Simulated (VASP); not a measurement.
PbS, 2 atoms in the cell. The structure is tetragonal, space group P4/mmm (No. 123). The conventional cell has a = 3.836 Å, b = 3.836 Å, c = 3.471 Å, α = 90.00°, β = 90.00°, γ = 90.00°. Pb (site symmetry 4/mmm) has 8 S at 3.22 Å and 6 Pb at 3.47 to 3.84 Å within 4.2 Å. S (site symmetry 4/mmm) has 8 Pb at 3.22 Å and 6 S at 3.47 to 3.84 Å within 4.2 Å.  This cell differs from its parent crystal: strain +0.050 along x and y, -0.050 along z.

- Program: VASP 6.6.1
- Task: single point
- Functional: PBEsol
- Potentials or basis: VASP PAW PBE potentials, release 64 (Pb_d, S)
- Cutoff: 520 eV
- k mesh: 14 × 14 × 14
- Occupations: gaussian, width 0.15 eV
- Spin: no spin polarisation
- Dipole correction: no
- Further INCAR settings: ALGO = Normal; EDIFF = 1e-07; NBANDS = 17

Potentials or basis: VASP PAW PBE potentials, release 64 (Pb_d, S).

Launch:

```bash
$ cat potpaw_PBE.64/Pb_d/POTCAR potpaw_PBE.64/S/POTCAR > POTCAR
$ mpirun -np 1 vasp_std > vasp.out
```

Hardware: 1 thread of Intel(R) Xeon(R) 6975P-C (Granite Rapids), with other jobs on the host.

Q: How long does it take, and how much memory?

A: Run time: 87 s on 1 thread of Intel(R) Xeon(R) 6975P-C (Granite Rapids), on a shared host, peak memory 0.35 GiB. Counts: scf iterations 15, k points 288.
